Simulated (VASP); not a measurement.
# TiSi30 (a cell with a defect) in VASP: notebook, part 2 of 2

VASP 6.6.1. Earlier steps stand in the parts before.

### 3 Single point, PBE (atoms taken out, then relaxed in part)

The input, INCAR:

```
PREC = Accurate ; ENCUT = 520
EDIFF = 1E-6 ; ISMEAR = 0
SIGMA = 0.02 ; LREAL = Auto
LASPH = True ; NELM = 100
ALGO = Normal ; ISIF = 2
LWAVE = False ; LCHARG = False
GGA = PE ; NBANDS = 87
```

The input, KPOINTS:

```
Automatic mesh
0
Gamma
  2 2 2
  0.5 0.5 0.5
```

The input, POSCAR:

```
TiSi30
1.0
   -5.4700936587      5.4700936587     -5.4700936587
    5.4700936587      5.4700936587      5.4700936587
    5.4700936587     -5.4700936587     -5.4700936587
Ti Si
1 30
Direct
    0.3790561944      0.3790561944      0.8790561944
    0.0055627948      0.5013431617      0.7556981941
    0.5013431617      0.2556981941      0.5055627948
    0.7523809111      0.7523809111      0.7519376637
    0.2556981941      0.5013431617      0.5055627948
    0.5013431617      0.0055627948      0.7556981941
    0.0086014663      0.7625800095      0.5086014663
    0.7523809111      0.2519376637      0.2523809111
    0.5005219329      0.5005219329      0.2301109469
    0.7625800095      0.0086014663      0.5086014663
    0.0055627948      0.2556981941      0.0013431617
    0.2519376637      0.7523809111      0.2523809111
    0.0086014663      0.0086014663      0.2625800095
    0.7301109469      0.5005219329      0.0005219329
    0.5005219329      0.7301109469      0.0005219329
    0.2556981941      0.0055627948      0.0013431617
    0.2575916828      0.2575916828      0.5278454921
    0.0058086168      0.5062679834      0.5058086168
    0.5023603686      0.2567312097      0.2523552966
    0.7493853262      0.7493853262      0.4955197867
    0.2567312097      0.5023603686      0.2523552966
    0.5062679834      0.0058086168      0.5058086168
   -0.0044802133      0.7493853262      0.2493853262
    0.7523552966      0.2567312097      0.0023603686
    0.7493853262     -0.0044802133      0.2493853262
    0.0278454921      0.2575916828      0.7575916828
    0.2567312097      0.7523552966      0.0023603686
    0.0058086168      0.0058086168      0.0062679834
    0.7523552966      0.5023603686      0.7567312097
    0.5023603686      0.7523552966      0.7567312097
    0.2575916828      0.0278454921      0.7575916828
```

Potentials or basis: VASP PAW PBE potentials, release 64 (Ti_sv, Si).

Launch:

```sh
$ cat potpaw_PBE.64/Ti_sv/POTCAR potpaw_PBE.64/Si/POTCAR > POTCAR
$ mpirun -np 1 vasp_std > vasp.out
```

OUTCAR:

```text
PREC = Accurate
   ENCUT = 520
   EDIFF = 1E-6
   ISMEAR = 0
   LREAL = Auto
   LASPH = True
   NELM = 100
   ISIF = 2
   GGA = PE

 ion  position               nearest neighbor table
   1  0.379  0.379  0.879-   9 2.78  14 2.78  15 2.78  17 2.78  26 2.78  31 2.78
   2  0.006  0.501  0.756-  27 2.37  18 2.38  26 2.39  29 2.41
   3  0.501  0.256  0.506-  29 2.37  22 2.38  17 2.39  19 2.41
   4  0.752  0.752  0.752-  29 2.38  30 2.38  28 2.40  20 2.41
   5  0.256  0.501  0.506-  30 2.37  18 2.38  17 2.39  21 2.41
   6  0.501  0.006  0.756-  24 2.37  22 2.38  31 2.39  30 2.41
   7  0.009  0.763  0.509-  20 2.38  23 2.38  18 2.41  31 2.41
[... 22 lines left out ...]
  30  0.502  0.752  0.757-   5 2.37   4 2.38  15 2.39   6 2.41
  31  0.258  0.028  0.758-   6 2.39  16 2.39   7 2.41   1 2.78

  LATTYP: Found a body centered cubic cell.
 ALAT       =    10.9401873174

  Lattice vectors:

 A1 = (  -5.4700936587,   5.4700936587,  -5.4700936587)
 A2 = (   5.4700936587,   5.4700936587,   5.4700936587)
 A3 = (   5.4700936587,  -5.4700936587,  -5.4700936587)

Analysis of symmetry for initial positions (statically):
=====================================================================
 Subroutine PRICEL returns:
 Original cell was already a primitive cell.

 Routine SETGRP: Setting up the symmetry group for a
 body centered cubic supercell.

 Subroutine GETGRP returns: Found  6 space group operations
 (whereof  2 operations were pure point group operations)
 out of a pool of 48 trial point group operations.

The static configuration has the point symmetry C_1h.
 The point group associated with its full space group is C_3v.

Analysis of symmetry for dynamics (positions and initial velocities):
=====================================================================
 Subroutine PRICEL returns:
 Original cell was already a primitive cell.

 Routine SETGRP: Setting up the symmetry group for a
 body centered cubic supercell.

 Subroutine GETGRP returns: Found  6 space group operations
 (whereof  2 operations were pure point group operations)
 out of a pool of 48 trial point group operations.

The dynamic configuration has the point symmetry C_1h.
 The point group associated with its full space group is C_3v.

 Subroutine INISYM returns: Found  6 space group operations
 (whereof  2 operations are pure point group operations),
 and found     1 'primitive' translations

----------------------------------------------------------------------------------------

                                     Primitive cell

  volume of cell :     654.7029

  direct lattice vectors                    reciprocal lattice vectors
    -5.470093659  5.470093659 -5.470093659     0.000000000  0.091406113 -0.091406113
     5.470093659  5.470093659  5.470093659     0.091406113  0.091406113  0.000000000
     5.470093659 -5.470093659 -5.470093659     0.091406113  0.000000000 -0.091406113

  length of vectors
     9.474480139  9.474480139  9.474480139     0.129267765  0.129267765  0.129267765

  position of ions in fractional coordinates (direct lattice)
     0.379056194  0.379056194  0.879056194
     0.005562795  0.501343162  0.755698194
     0.501343162  0.255698194  0.505562795
     0.752380911  0.752380911  0.751937664
     0.255698194  0.501343162  0.505562795
     0.501343162  0.005562795  0.755698194
[... 23 lines left out ...]
     0.502360369  0.752355297  0.756731210
[... 71 lines left out ...]
   ions per type =               1  30
   NGX,Y,Z   is equivalent  to a cutoff of  12.28, 12.28, 12.28 a.u.
   NGXF,Y,Z  is equivalent  to a cutoff of  24.57, 24.57, 24.57 a.u.
 SYSTEM =  unknown system
   PREC   = accura    normal or accurate (medium, high low for compatibility)
   ISTART =      0    job   : 0-new  1-cont  2-samecut
   ICHARG =      2    charge: 1-file 2-atom 10-const
   ISPIN  =      1    spin polarized calculation?
   LNONCOLLINEAR =      F non collinear calculations
   LSORBIT =      F    spin-orbit coupling
   LASPH  =      T    aspherical Exc in radial PAW
   ENCUT  =  520.0 eV  38.22 Ry    6.18 a.u.  17.62 17.62 17.62*2*pi/ulx,y,z
   NELM   =    100;   NELMIN=  2; NELMDL= -5     # of ELM steps
   EDIFF  = 0.1E-05   stopping-criterion for ELM
   LREAL  =      T    real-space projection
   EDIFFG = 0.1E-04   stopping-criterion for IOM
   NSW    =      0    number of steps for IOM
   IBRION =     -1    ionic relax: 0-MD 1-quasi-New 2-CG
   NFREE  =      0    steps in history (QN), initial steepest desc. (CG)
   ISIF   =      2    stress and relaxation
   ISYM   =      2    0-nonsym 1-usesym 2-fastsym
   POTIM  = 0.5000    time-step for ionic-motion
   TEBEG  =    0.0;   TEEND  =   0.0 temperature during run
   PSTRESS=    0.0 pullay stress
   NELECT =     132.0000    total number of electrons
   NUPDOWN=      -1.0000    fix difference up-down
   EMIN   =  10.00;   EMAX   =-10.00  energy-range for DOS
   EFERMI =   0.00;   METHOD = LEGACY
   ISMEAR =     0;   SIGMA  =   0.02  broadening in eV -4-tet -1-fermi 0-gaus
   EFERMI_NEDOS =   21; number of points for ismear=-14 and -15
   IALGO  =     38    algorithm
   IMIX   =      4    mixing-type and parameters
     AMIX     =   0.40;   BMIX     =  1.00
     AMIX_MAG =   1.60;   BMIX_MAG =  1.00
  volume/ion in A,a.u.               =      21.12       142.52
  Fermi-wavevector in a.u.,A,eV,Ry     =   0.959956  1.814054 12.537983  0.921516
  Thomas-Fermi vector in A             =   2.089198
   LORBIT       =      0    0 simple, 1 ext, 2 COOP (PROOUT), +10 PAW based schemes
   GGA     = PE    functional components
   LHFCALC =     F    Hartree Fock is set to
   AEXX    =    0.0000 exact exchange contribution
   IVDW    =     0    specifies the selected vdW correction
   LEPSILON=     F    determine dielectric tensor
   LRPA    =     F    only Hartree local field effects (RPA)
 non-spin polarized calculation
 Gauss-broadening in eV      SIGMA  =   0.02
  energy-cutoff  :      520.00
  volume of cell :      654.70
 maximum number of plane-waves:     17628
 NGX is ok and might be reduce to    70
   NGX = 35   NGY = 35   NGZ = 35

 number of electron     131.9999994 magnetization

 Free energy of the ion-electron system (eV)
  ---------------------------------------------------
  ext. energy  EPLUGINS =         0.00000000
  ---------------------------------------------------
  free energy    TOTEN  =      -167.00988974 eV

  energy without entropy =     -167.00209933  energy(sigma->0) =     -167.00599454

 E-fermi :   5.2163     XC(G=0):  -9.2820

 val. band max:        4.7904692580   @ k =   0.2500   0.2500   0.2500
 cond. band min:       5.2224786574   @ k =  -0.2500   0.2500   0.2500
 fundamental gap:      0.4320093994
 Fermi energy:         5.2163354566

 k-point     1 :       0.2500    0.2500    0.2500
  band No.  band energies     occupation
      1     -52.5394      2.00000
      2     -28.8393      2.00000
      3     -28.8393      2.00000
      4     -28.5969      2.00000
      5      -5.5141      2.00000
      6      -5.5141      2.00000
[... 70 lines left out ...]
     77       7.1580      0.00000
     78       7.1737      0.00000

 k-point     2 :      -0.2500    0.2500    0.2500
  band No.  band energies     occupation
      1     -52.5394      2.00000
      2     -28.8393      2.00000
      3     -28.8393      2.00000
      4     -28.5969      2.00000
      5      -5.9455      2.00000
      6      -4.9970      2.00000
[... 70 lines left out ...]
     77       7.5751      0.00000
     78       7.7019      0.00000
 [bands above 78 left out]

------------------------ aborting loop because EDIFF is reached ----------------------------------------

  FORCE on cell =-STRESS in cart. coord.  units (eV):
  Direction    XX          YY          ZZ          XY          YZ          ZX
  --------------------------------------------------------------------------------------
  -------------------------------------------------------------------------------------
  Total      -12.5108791    -12.5108791    -12.5108791     -0.4009096      0.4009096      0.4009096
  in kB      -30.6164005    -30.6164005    -30.6164005     -0.9810987      0.9810987      0.9810987
  external PRESSURE =     -30.6164005 kB  Pullay stress =       0.0000000 kB

 VOLUME and BASIS-vectors are now :
 -----------------------------------------------------------------------------
  energy-cutoff  :      520.00
  volume of cell :      654.70
      direct lattice vectors                 reciprocal lattice vectors
    -5.470093659  5.470093659 -5.470093659     0.000000000  0.091406113 -0.091406113
     5.470093659  5.470093659  5.470093659     0.091406113  0.091406113  0.000000000
     5.470093659 -5.470093659 -5.470093659     0.091406113  0.000000000 -0.091406113

 POSITION                                       TOTAL-FORCE (eV/Angst)
 -----------------------------------------------------------------------------------
      4.80852     -0.66157     -4.80852        -0.003172     -0.003172      0.003172
      6.84570     -1.36092     -1.42177        -0.002628      0.000129     -0.004526
      1.42177      1.37561     -4.10918         0.004526     -0.002628     -0.000129
      4.11317      4.11802     -4.11317        -0.001980     -0.003194      0.001980
      4.10918      1.37561     -1.42177         0.000129     -0.002628     -0.004526
      1.42177     -1.36092     -6.84570         0.004526      0.000129      0.002628
[... 23 lines left out ...]
      5.50689      2.72402     -2.77189        -0.000276      0.000540     -0.000287
      2.88736     -2.58273     -5.40083        -0.007410     -0.007410     -0.003917
 -----------------------------------------------------------------------------------
    total drift:                               -0.004969     -0.004969      0.004969

  FREE ENERGIE OF THE ION-ELECTRON SYSTEM (eV)
  ---------------------------------------------------
  free  energy   TOTEN  =      -167.0098897412 eV

  energy  without entropy=     -167.0020993342  energy(sigma->0) =     -167.00599454
```

Run time: 2.2 min. Hardware: 1 thread of Intel Xeon 6975P-C (Granite Rapids), shared host; peak memory 0.68 GiB.

Results:

```
Free energy            : -167.0099 eV
Pressure               : -3.1 GPa
Largest force          : 0.013 eV/Å
Band gap on the k mesh : zero (bands 66 and 67 overlap by 0.03 eV)
```

Forces on the atoms (eV/Å):
```
Ti  -0.003 -0.003  0.003
Si  -0.003  0.000 -0.005
Si   0.005 -0.003  0.000
Si  -0.002 -0.003  0.002
Si   0.000 -0.003 -0.005
Si   0.005  0.000  0.003
Si   0.002  0.002 -0.005
Si  -0.002 -0.002  0.003
Si   0.007 -0.009 -0.007
Si   0.005  0.002 -0.002
Si  -0.003  0.005  0.000
Si  -0.003 -0.002  0.002
Si   0.002  0.005 -0.002
Si  -0.009  0.007 -0.007
Si   0.007  0.007  0.009
Si   0.000  0.005  0.003
Si  -0.007  0.004  0.007
Si   0.003  0.003  0.000
Si   0.000  0.000 -0.001
Si  -0.003  0.002  0.003
Si   0.001  0.000  0.000
Si   0.000  0.003 -0.003
Si   0.002 -0.003  0.003
Si   0.000  0.000 -0.001
Si  -0.003 -0.003 -0.002
Si   0.004 -0.007  0.007
Si   0.001  0.000  0.000
Si   0.003  0.000 -0.003
Si   0.000  0.001  0.000
Si   0.000  0.001  0.000
Si  -0.007 -0.007 -0.004
```

Stress tensor (GPa, compression positive):
```
-3.06 -0.10  0.10
-0.10 -3.06  0.10
 0.10  0.10 -3.06
```

Levels at points of the mesh, in eV from the Fermi level:
| k point | band 62 | band 63 | band 64 | band 65 | band 66 | band 67 | band 68 | band 69 |
| --- | --- | --- | --- | --- | --- | --- | --- | --- |
| (0.25, 0.25, 0.25) | -0.61 | -0.48 | -0.43 | -0.43 | 0.04 | 0.04 | 0.27 | 0.27 |

Caveat: the k points lie up to 0.41 Å⁻¹ apart; the cell differs from its parent crystal (atoms taken out, then relaxed in part).

### 4 Single point, PBE

The input, INCAR:

```
SYSTEM = TiSi30
  PREC = Accurate
  ENCUT = 520
  EDIFF = 1E-7
  ISMEAR = 0
  SIGMA = 0.02
  LREAL = Auto
  LASPH = .True.
  NELM = 100
  ALGO = Normal
  ISIF = 2
  LWAVE = .False.
  LCHARG = .False.
  GGA = PE
  NBANDS = 87
```

KPOINTS is that of step 3.

The input, POSCAR:

```
TiSi30
1.0
   -5.4700936587      5.4700936587     -5.4700936587
    5.4700936587      5.4700936587      5.4700936587
    5.4700936587     -5.4700936587     -5.4700936587
Ti Si
1 30
Direct
    0.3709441056      0.3709441056      0.8709441368
   -0.0023553527      0.4932687936      0.7476395753
    0.4932687936      0.2476395441      0.4976446785
    0.7441913711      0.7441913711      0.7437320554
    0.2476395441      0.4932687936      0.4976446785
    0.4932687936     -0.0023553527      0.7476395753
    0.0006147061      0.7544802260      0.5006146459
    0.7441913711      0.2437320242      0.2441913399
    0.4924082965      0.4924082965      0.2221545143
    0.7544802260      0.0006147061      0.5006146459
   -0.0023553527      0.2476395441     -0.0067312376
    0.2437320242      0.7441913711      0.2441913399
    0.0006147061      0.0006147061      0.2544802862
    0.7221545455      0.4924082965     -0.0075917347
    0.4924082965      0.7221545455     -0.0075917347
    0.2476395441     -0.0023553527     -0.0067312376
    0.2494780867      0.2494780867      0.5198890874
   -0.0023809464      0.4980623130      0.4976189934
    0.4943017741      0.2486568028      0.2444371310
    0.7413985487      0.7413985487      0.4874199907
    0.2486568028      0.4943017741      0.2444371310
    0.4980623130     -0.0023809464      0.4976189934
   -0.0125800405      0.7413985487      0.2413985175
    0.7444371622      0.2486568028     -0.0056982571
    0.7413985487     -0.0125800405      0.2413985175
    0.0198891476      0.2494780867      0.7494780265
    0.2486568028      0.7444371622     -0.0056982571
   -0.0023809464     -0.0023809464     -0.0019376268
    0.7444371622      0.4943017741      0.7486568340
    0.4943017741      0.7444371622      0.7486568340
    0.2494780867      0.0198891476      0.7494780265
```

Launch:

```sh
$ cat potpaw_PBE.64/Ti_sv/POTCAR potpaw_PBE.64/Si/POTCAR > POTCAR
$ mpirun -np 1 vasp_std > vasp.out
```

It took 2.4 min on 1 thread of Intel Xeon 6975P-C (Granite Rapids), shared host; peak memory 0.68 GiB.

The run converged. Its results:

```
Free energy            : -167.0098 eV
Pressure               : -3.1 GPa
Largest force          : 0.012 eV/Å
Band gap on the k mesh : zero (bands 66 and 67 overlap by 0.03 eV)
```

Forces in eV/Å, atoms in the order of the input:
```
Ti  -0.001 -0.001  0.001
Si  -0.002  0.001  0.002
Si  -0.002 -0.002 -0.001
Si  -0.002  0.000  0.002
Si   0.001 -0.002  0.002
Si  -0.002  0.001  0.002
Si   0.003  0.003  0.004
Si  -0.002 -0.002  0.000
Si   0.005 -0.004 -0.005
Si  -0.004  0.003 -0.003
Si  -0.002 -0.002 -0.001
Si   0.000 -0.002  0.002
Si   0.003 -0.004 -0.003
Si  -0.004  0.005 -0.005
Si   0.005  0.005  0.004
Si   0.001 -0.002  0.002
Si  -0.007  0.007  0.007
Si   0.005  0.005 -0.007
Si  -0.002  0.003  0.003
Si  -0.002 -0.002  0.002
Si  -0.003  0.003  0.002
Si   0.007  0.005 -0.005
Si  -0.002 -0.002  0.002
Si   0.003 -0.002  0.003
Si  -0.002 -0.002  0.002
Si   0.007 -0.007  0.007
Si  -0.003 -0.002 -0.003
Si   0.005  0.007 -0.005
Si   0.003 -0.003  0.002
Si  -0.002 -0.003 -0.003
Si  -0.007 -0.007 -0.007
```

Stress tensor (GPa, compression positive):
```
-3.06 -0.10  0.10
-0.10 -3.06  0.10
 0.10  0.10 -3.06
```

Levels at points of the mesh, in eV from the Fermi level:
| k point | band 61 | band 62 | band 63 | band 64 | band 65 | band 66 | band 67 | band 68 | band 69 | band 70 |
| --- | --- | --- | --- | --- | --- | --- | --- | --- | --- | --- |
| (0.25, 0.25, 0.25) | -0.61 | -0.61 | -0.48 | -0.43 | -0.43 | 0.04 | 0.04 | 0.27 | 0.27 | 0.37 |

Caveat: the k points lie up to 0.41 Å⁻¹ apart.
